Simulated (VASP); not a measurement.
Wanted: the native input for a VASP 6.6.1 run.

```yaml
Task: single point
Functional: r2SCAN
Potentials_or_basis: VASP PAW PBE potentials, release 64 (K_sv, Cl)
Cutoff: 520 eV
k_mesh: 6 × 6 × 4
Occupations: gaussian, width 0.01 eV
Spin: no spin polarisation
Dipole_correction: no
Further_INCAR_settings: ALGO = Normal; EDIFF = 1e-06; NBANDS = 24
```

Crystal: KCl.

```
CELL_PARAMETERS angstrom
4.42520 0.00000 0.00000
-2.21260 3.83233 0.00000
0.00000 0.00000 7.78574
ATOMIC_POSITIONS crystal
K 0.00000 0.00000 0.00000
K 0.00000 0.00000 0.50000
Cl 0.33333 0.66667 0.25000
Cl 0.66667 0.33333 0.75000
```

The input as run:

POSCAR

```
KCl
1.0
    4.4251989694      0.0000000000      0.0000000000
   -2.2125994847      3.8323347243      0.0000000000
    0.0000000000      0.0000000000      7.7857350621
K Cl
2 2
Direct
    0.0000000000      0.0000000000      0.0000000000
    0.0000000000      0.0000000000      0.5000000000
    0.3333333333      0.6666666667      0.2500000000
    0.6666666667      0.3333333333      0.7500000000
```

INCAR.step1

```
ALGO = Normal ; EDIFF = 1E-4
ENCUT = 520 ; GGA = PE
ISMEAR = 0 ; LASPH = T
LCHARG = F ; LREAL = F
LWAVE = T ; NBANDS = 24
NELM = 80 ; PREC = Accurate
SIGMA = 0.01
```

INCAR.step2

```
ALGO = Normal ; EDIFF = 1E-6
ENCUT = 520 ; ISIF = 2
ISMEAR = 0 ; ISTART = 1
LASPH = T ; LCHARG = F
LMIXTAU = T ; LREAL = F
LWAVE = F ; METAGGA = R2SCAN
NBANDS = 24 ; NELM = 80
PREC = Accurate ; SIGMA = 0.01
```

KPOINTS

```
k-points
0
Gamma
  6 6 4
```

Potentials or basis: VASP PAW PBE potentials, release 64 (K_sv, Cl).

Command:

```sh
$ cat potpaw_PBE.64/K_sv/POTCAR potpaw_PBE.64/Cl/POTCAR > POTCAR
$ cp INCAR.step1 INCAR
$ mpirun -np 1 vasp_std > vasp.out
$ cp INCAR.step2 INCAR
$ mpirun -np 1 vasp_std > vasp.out
```

Results of the run:

```
Pressure               : -1.0 GPa
Band gap on the k mesh : 5.57 eV
```

Caveat: the PAW data sets were made with another functional, which shifts forces and pressure a little.

It took 2.5 min on 1 thread of Intel(R) Xeon(R) 6975P-C (Granite Rapids), on a shared host, peak memory 0.31 GiB.
